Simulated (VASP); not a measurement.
Input of a VASP 6.6.1 run:

Contents of INCAR:

```
PREC     = Accurate       # precision mode
ENCUT    = 700            # plane-wave cutoff, eV
EDIFF    = 1E-6           # SCF threshold, eV
ISMEAR   = 0              # smearing method
SIGMA    = 0.05           # smearing width, eV
LREAL    = F              # projectors in reciprocal space
LASPH    = T              # aspherical terms in the spheres
NELM     = 120            # most SCF steps
ALGO     = Normal         # electronic algorithm
ISIF     = 2              # what is computed and relaxed
LWAVE    = F              # write WAVECAR
LCHARG   = F              # write CHGCAR
GGA      = PS             # functional
NBANDS   = 22             # bands
GGA_COMPAT= F
```

The input KPOINTS:

```
regular mesh
0
Gamma
  12 12 6
```

File POSCAR:

```
NiO2
1.0
    2.8221285779      0.0000000000      0.0000000000
   -1.4110642890      2.4440350412      0.0000000000
    0.0000000000      0.0000000000      4.8391038725
Ni O
1 2
Direct
    0.0000000000      0.0000000000      0.5000000000
    0.6666666667      0.3333333333      0.6625222406
    0.3333333333      0.6666666667      0.3374777594
```

Potentials or basis: VASP PAW PBE potentials, release 64 (Ni_sv_GW, O).

Run with:

```sh
$ cat potpaw_PBE.64/Ni_sv_GW/POTCAR potpaw_PBE.64/O/POTCAR > POTCAR
$ mpirun -np 1 vasp_std > vasp.out
```

(1) Estimate the band gap on the k mesh.

(2) What does it give for the pressure?

(3) Predict the largest force.

Answers

(1) 0.90 eV (least direct gap 1.39 eV).

(2) 15.6 GPa.

(3) 2.669 eV/Å.

Caveat: the cell stands under pressure; the PAW data sets were made with another functional, which shifts forces and pressure a little; the run has no spin polarisation, though such a crystal can be magnetic.
